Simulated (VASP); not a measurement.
A run of VASP 6.6.1 is set up as follows.

Contents of INCAR:

```
SYSTEM = Sn4Se3
PREC = Accurate
ENCUT = 500
EDIFF = 1E-6
ISMEAR = 0
SIGMA = 0.2
LREAL = .FALSE.
LASPH = .TRUE.
NELM = 120
ALGO = Normal
ISIF = 2
LWAVE = .FALSE.
LCHARG = .TRUE.
GGA = PE
LELF = .TRUE.
LVHAR = .TRUE.
NBANDS = 46
GGA_COMPAT = .FALSE.
```

File KPOINTS:

```
regular mesh
0
G
  3 3 3
  0 0 0
```

The input POSCAR:

```
Sn4Se3
1.0
    0.0000000000      5.1533942707      5.1533942707
    5.1533942707      0.0000000000      5.1533942707
    5.1533942707      5.1533942707      0.0000000000
Sn Se
4 3
Direct
    0.6461292758      0.6461292758      0.6461292758
    0.6461292758      0.6461292758      1.0616121725
    0.6461292758      1.0616121725      0.6461292758
    1.0616121725      0.6461292758      0.6461292758
    0.5000000000      0.5000000000      0.5000000000
    0.2500000000      0.2500000000      0.2500000000
    0.0000000000      0.0000000000      0.0000000000
```

Potentials or basis: VASP PAW PBE potentials, release 64 (Sn_d, Se).

Run with:

```console
$ cat potpaw_PBE.64/Sn_d/POTCAR potpaw_PBE.64/Se/POTCAR > POTCAR
$ mpirun -np 1 vasp_std > vasp.out
```

(1) Estimate the band gap on the k mesh.

(2) Predict the largest force.

(3) Predict the pressure.

Answers

(1) zero (bands 37 and 38 overlap by 0.52 eV).

(2) 0.104 eV/Å.

(3) -0.2 GPa.

Caveat: semilocal functionals underestimate gaps, so a narrow gap can read as zero; spin-orbit coupling is left out, which moves the levels of the heavy elements.
